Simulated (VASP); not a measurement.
Wanted: the native input for a VASP 6.6.1 run.

```
Task                   : single point
Functional             : PBEsol
Potentials or basis    : VASP PAW PBE potentials, release 64 (Rb_sv)
Cutoff                 : 520 eV
k mesh                 : 10 × 10 × 10
Occupations            : gaussian, width 0.1 eV
Spin                   : no spin polarisation
Dipole correction      : no
Further INCAR settings : ALGO = Fast; EDIFF = 1e-06; NBANDS = 10
```

The structure of Rb lies in POSCAR:

```
Rb
1.0
   -2.8929650236      2.8929650236      2.8929650236
    2.8929650236     -2.8929650236      2.8929650236
    2.8929650236      2.8929650236     -2.8929650236
Rb
1
Direct
    0.0000000000      0.0000000000      0.0000000000
```

These files were run (other wordings do the same):

INCAR

```
SYSTEM = Rb
  ALGO = Fast
  EDIFF = 1E-6
  ENCUT = 520
  GGA = PS
  ISIF = 2
  ISMEAR = 0
  LASPH = .True.
  LCHARG = .True.
  LELF = .True.
  LREAL = .False.
  LVHAR = .True.
  LWAVE = .False.
  NBANDS = 10
  NELM = 100
  PREC = Accurate
  SIGMA = 0.1
```

KPOINTS

```
k-points
0
Gamma
  10 10 10
  0 0 0
```

Potentials or basis: VASP PAW PBE potentials, release 64 (Rb_sv).

Run with:

```console
$ cat potpaw_PBE.64/Rb_sv/POTCAR > POTCAR
$ mpirun -np 1 vasp_std > vasp.out
```

It gave:

- Pressure: -0.3 GPa
- Band gap on the k mesh: zero (an odd number of electrons rules out a gap without spin polarisation)

Caveat: the PAW data sets were made with another functional, which shifts forces and pressure a little.

Run time: 47 s on 1 thread of Intel(R) Xeon(R) Platinum 8488C (Sapphire Rapids) (shared host), peak memory 0.24 GiB.
